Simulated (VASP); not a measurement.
A run of VASP 6.6.1:

POSCAR

```
BaO
1.0
    0.0000000000      2.8352214564      2.8352214564
    2.8352214564      0.0000000000      2.8352214564
    2.8352214564      2.8352214564      0.0000000000
Ba O
1 1
Direct
    0.5000000000      0.5000000000      0.5000000000
    0.0000000000      0.0000000000      0.0000000000
```

INCAR.step1

```
SYSTEM = BaO
  ALGO = Normal
  EDIFF = 1E-5
  ENCUT = 660
  GGA = PE
  GGA_COMPAT = .FALSE.
  ISMEAR = 0
  LASPH = .TRUE.
  LCHARG = .FALSE.
  LREAL = .FALSE.
  LWAVE = .TRUE.
  NBANDS = 15
  NELM = 120
  PREC = Accurate
  SIGMA = 0.05
```

The input INCAR.step2:

```
SYSTEM = BaO
  ALGO = Normal
  EDIFF = 1E-6
  ENCUT = 660
  GGA_COMPAT = .FALSE.
  ISIF = 2
  ISMEAR = 0
  ISTART = 1
  LASPH = .TRUE.
  LCHARG = .FALSE.
  LMIXTAU = .TRUE.
  LREAL = .FALSE.
  LWAVE = .FALSE.
  METAGGA = R2SCAN
  NBANDS = 15
  NELM = 120
  PREC = Accurate
  SIGMA = 0.05
```

File KPOINTS:

```
k-points
0
G
  8 8 8
  0 0 0
```

Potentials or basis: VASP PAW PBE potentials, release 64 (Ba_sv, O).

The run is started by

```bash
$ cat potpaw_PBE.64/Ba_sv/POTCAR potpaw_PBE.64/O/POTCAR > POTCAR
$ cp INCAR.step1 INCAR
$ mpirun -np 1 vasp_std > vasp.out
$ cp INCAR.step2 INCAR
$ mpirun -np 1 vasp_std > vasp.out
```

Hardware: 1 thread of Intel(R) Xeon(R) Platinum 8375C CPU @ 2.90GHz (Ice Lake), with other jobs on the host.

How long does it take, and how much memory?

It took 93 s on 1 thread of Intel(R) Xeon(R) Platinum 8375C CPU @ 2.90GHz (Ice Lake), with other jobs on the host, peak memory 0.22 GiB. Counts: k points 29.
